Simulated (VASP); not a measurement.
**Se: single point with RPBE**

The system is Se.

```xyz
8
Lattice="5.5600 0.0000 0.0000 0.0000 5.5600 0.0000 0.0000 0.0000 5.5600" Properties=species:S:1:pos:R:3 pbc="T T T"
Se    0.0000    5.5600    0.0000
Se    2.7800    2.7800    2.7800
Se    1.3900    5.5600    2.7800
Se    4.1700    5.5600    2.7800
Se    2.7800    1.3900    0.0000
Se    2.7800    4.1700    5.5600
Se    5.5600    2.7800    1.3900
Se    5.5600    2.7800    4.1700
```

* Program: VASP 6.6.1
* Task: single point
* Functional: RPBE
* Potentials or basis: VASP PAW PBE potentials, release 64 (Se)
* Cutoff: 520 eV
* k mesh: 6 × 6 × 6
* Occupations: fermi-dirac, width 0.1 eV
* Spin: no spin polarisation

```yaml
Pressure: -0.1 GPa
Band_gap_on_the_k_mesh: zero (band 24 reaches 5.35 eV, above the bottom of band 25 at 4.08 eV)
```

Levels at points of the mesh, in eV from the Fermi level:
```tsv
k point	band 20	band 21	band 22	band 23	band 24	band 25	band 26	band 27	band 28	band 29
(0.00, 0.00, 0.00)	-2.09	-0.21	-0.21	-0.21	0.13	0.13	0.13	1.43	1.43	1.43
(0.50, 0.00, 0.00)	-1.31	-1.19	-1.19	-0.52	-0.52	0.15	0.15	1.35	1.35	1.68
(0.50, 0.50, 0.00)	-1.31	-1.20	-0.59	-0.27	-0.27	0.28	0.28	0.40	0.42	0.59
(0.50, 0.50, 0.50)	-0.92	-0.92	-0.92	-0.76	-0.76	-0.76	-0.76	-0.31	-0.31	-0.31
```

Run time: 2.1 min on 1 thread of Intel(R) Xeon(R) Platinum 8259CL CPU @ 2.50GHz (Skylake/Cascade Lake), with other jobs on the host, peak memory 0.28 GiB.

Caveat: the PAW data sets were made with another functional, which shifts forces and pressure a little.
